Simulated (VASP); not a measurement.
Wanted: the native input for a VASP 6.6.1 run.

```
Task                   : single point
Functional             : PBE
Potentials or basis    : VASP PAW PBE potentials, release 64 (Pb_d, F)
Cutoff                 : 600 eV
k mesh                 : 6 × 6 × 6
Occupations            : methfessel-paxton, width 0.2 eV
Spin                   : no spin polarisation
Dipole correction      : no
Further INCAR settings : ALGO = Normal; EDIFF = 1e-06; NBANDS = 21
```

The structure of PbF2 lies in POSCAR:

```
PbF2
1.0
    0.0000000000      2.9604388884      2.9604388884
    2.9604388884      0.0000000000      2.9604388884
    2.9604388884      2.9604388884      0.0000000000
Pb F
1 2
Direct
    0.0000000000      0.0000000000      0.0000000000
    0.2500000000      0.2500000000      0.2500000000
    0.7500000000      0.7500000000      0.7500000000
```

The input as run:

INCAR

```
SYSTEM = PbF2
ALGO = Normal
EDIFF = 1E-6
ENCUT = 600
GGA = PE
GGA_COMPAT = .FALSE.
ISIF = 2
ISMEAR = 1
LASPH = .TRUE.
LCHARG = .FALSE.
LREAL = .FALSE.
LWAVE = .FALSE.
NBANDS = 21
NELM = 120
PREC = Accurate
SIGMA = 0.2
```

KPOINTS

```
k-points
0
G
  6 6 6
  0 0 0
```

Potentials or basis: VASP PAW PBE potentials, release 64 (Pb_d, F).

The run is started by

```bash
$ cat potpaw_PBE.64/Pb_d/POTCAR potpaw_PBE.64/F/POTCAR > POTCAR
$ mpirun -np 1 vasp_std > vasp.out
```

It gave:

| Item | Value |
| --- | --- |
| Pressure | 2.7 GPa |
| Band gap on the k mesh | 4.44 eV (least direct gap 4.56 eV) |

Caveat: spin-orbit coupling is left out, which moves the levels of the heavy elements.

Wall time 18 s on 1 thread of Intel(R) Xeon(R) Platinum 8488C (Sapphire Rapids), on a shared host, peak memory 0.2 GiB.
